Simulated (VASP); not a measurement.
Runs of VASP 6.6.1 on Zr2TiS4. The structure is that of space group P4/mmm (No. 123), or close to it. The cells are those of the table. 

```tsv
spin	cell	k mesh	smearing	gap on the mesh (eV)	pressure (GPa)
off	a = 5.116, b = 5.116, c = 5.089 Å, 7 atoms	6 × 6 × 6	gaussian 0.1 eV	none	0.0
off	a = 5.089, b = 5.116, c = 5.116 Å, 7 atoms	4 × 4 × 4	gaussian 0.2 eV	none	(a)
collinear, ferromagnetic start	a = 5.136, b = 5.136, c = 5.096 Å, 7 atoms	3 × 3 × 3	gaussian 0.15 eV	none	-0.1
off	a = 5.086, b = 5.109, c = 5.109 Å, 7 atoms	4 × 4 × 4	gaussian 0.2 eV	none	0.0
```

Alike in all rows: task single point; level PBE; potentials or basis VASP PAW PBE potentials, release 64 (Zr_sv, Ti_sv, S); cutoff (eV) 520.

Task: Estimate the missing entries.

Result: (a) -0.4.

Caveats: some runs use coarse meshes.

A k mesh can miss the band edges, and the runs leave out spin-orbit coupling on Zr.

A gap of «none» marks levels without a gap at the run's occupations.
